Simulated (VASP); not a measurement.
Set up this calculation in VASP 6.6.1, as the native input.

* Task: single point
* Functional: PBE
* Potentials or basis: VASP PAW PBE potentials, release 64 (Sn_d, Pt, Se)
* Cutoff: 500 eV
* k mesh: 4 × 4 × 4
* Occupations: gaussian, width 0.1 eV
* Spin: collinear spin
* Starting moments: [0.0, 1.0, 0.0, 0.0, 0.0] μB
* Dipole correction: no
* Further INCAR settings: ALGO = Normal; EDIFF = 1e-06; NBANDS = 33

The structure of SnPtSe3 lies in POSCAR:

```
SnPtSe3
1.0
    5.0259739500      0.0000000000      0.0000000000
    0.0000000000      5.0259739500      0.0000000000
    0.0000000000      0.0000000000      5.0259739500
Sn Pt Se
1 1 3
Direct
    0.0000000000      0.0000000000      0.0000000000
    0.5000000000      0.5000000000      0.5000000000
    0.5000000000      0.5000000000      0.0000000000
    0.0000000000      0.5000000000      0.5000000000
    0.5000000000      0.0000000000      0.5000000000
```

The cell was built from a structure type or drawn by symmetry, and may not be a known phase.

These files were run (other wordings do the same):

INCAR

```
SYSTEM = SnPtSe3
ALGO     = Normal         ! electronic algorithm
EDIFF    = 1E-6           ! SCF threshold, eV
ENCUT    = 500            ! plane-wave cutoff, eV
GGA      = PE             ! functional
GGA_COMPAT= .False.      
ISIF     = 2              ! what is computed and relaxed
ISMEAR   = 0              ! smearing method
ISPIN    = 2              ! spin polarisation
LASPH    = .True.         ! aspherical terms in the spheres
LCHARG   = .False.        ! write CHGCAR
LMAXMIX  = 4              ! l up to which the mixer works
LORBIT   = 11             ! projections on sites
LREAL    = .False.        ! projectors in reciprocal space
LWAVE    = .False.        ! write WAVECAR
MAGMOM   = 0 1 0 0 0      ! initial moments
NBANDS   = 33             ! bands
NELM     = 200            ! most SCF steps
PREC     = Accurate       ! precision mode
SIGMA    = 0.1            ! smearing width, eV
```

KPOINTS

```
k-points
0
Gamma
  4 4 4
  0 0 0
```

Potentials or basis: VASP PAW PBE potentials, release 64 (Sn_d, Pt, Se).

Run with:

```console
$ cat potpaw_PBE.64/Sn_d/POTCAR potpaw_PBE.64/Pt/POTCAR potpaw_PBE.64/Se/POTCAR > POTCAR
$ mpirun -np 1 vasp_std > vasp.out
```

Results of the run:

The pressure is -0.8 GPa, the net moment is 0.40 μB per cell and the site moments are Sn -0.01; Pt +0.06; Se +0.07 μB. The valence electrons inside the program's atomic spheres are Sn 11.84; Pt 9.35; Se 3.74.

Wall time 2.3 min on 1 thread of Intel Xeon 8259CL, on a shared host, peak memory 0.31 GiB.
